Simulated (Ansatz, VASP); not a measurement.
## One calculation of Sn, two programs

The input INCAR:

```
SYSTEM = Sn
PREC = Accurate
ENCUT = 520
EDIFF = 1E-7
ISMEAR = -1
SIGMA = 0.1
LREAL = .FALSE.
LASPH = .TRUE.
NELM = 60
ALGO = Normal
ISIF = 2
LWAVE = .FALSE.
LCHARG = .TRUE.
GGA = RP
LELF = .TRUE.
LVHAR = .TRUE.
NBANDS = 13
```

File KPOINTS:

```
Automatic mesh
0
G
  11 11 11
  0 0 0
```

Contents of POSCAR:

```
Sn
1.0
    3.1144414635      0.0000000000      0.0000000000
    0.0000000000      3.1144414635      0.0000000000
    0.0000000000      0.0000000000      3.1144414635
Sn
1
Direct
    0.0000000000      0.0000000000      0.0000000000
```

Input for Ansatz:

```yaml
crystal:
  lattice:
    - [3.1144414635, 0.0, 0.0]
    - [0.0, 3.1144414635, 0.0]
    - [0.0, 0.0, 3.1144414635]
  atoms:
    - { symbol: Sn, position: [0.0, 0.0, 0.0] }
hamiltonian:
  xc: rpbe
  pseudopotentials:
    kind: paw
    azcp:
      Sn: "pseudopotentials/Sn.paw.azcp"
basis:
  ecutwfc: 420
  fft_grid_basis: typed
kpoints:
  mp_grid: { grid: [11, 11, 11], shift: [0, 0, 0] }
magnetization:
  spin_polarized: false
scf:
  occupations: { method: fermi_dirac, width: 0.1 }
  lower_state_search: "off"
output:
  stress: true
```

Alike in both runs: task single point; functional RPBE; k mesh 11 × 11 × 11; occupations fermi-dirac, width 0.1 eV; no spin polarisation.

|  | VASP | Ansatz |
| --- | --- | --- |
| version | VASP 6.6.1 | Ansatz 0.2.0 |
| potentials or method | VASP PAW PBE potentials, release 64 (Sn_d), cutoff 520 eV | plane waves (420 eV) with PAW, scalar-relativistic |
| valence electrons in the cell | 14 | 14 |

```tsv
	VASP	Ansatz	Ansatz less VASP
pressure (GPa)	0.3	0.4	+0.02
```

VASP's potentials were made for PBE, not for RPBE.
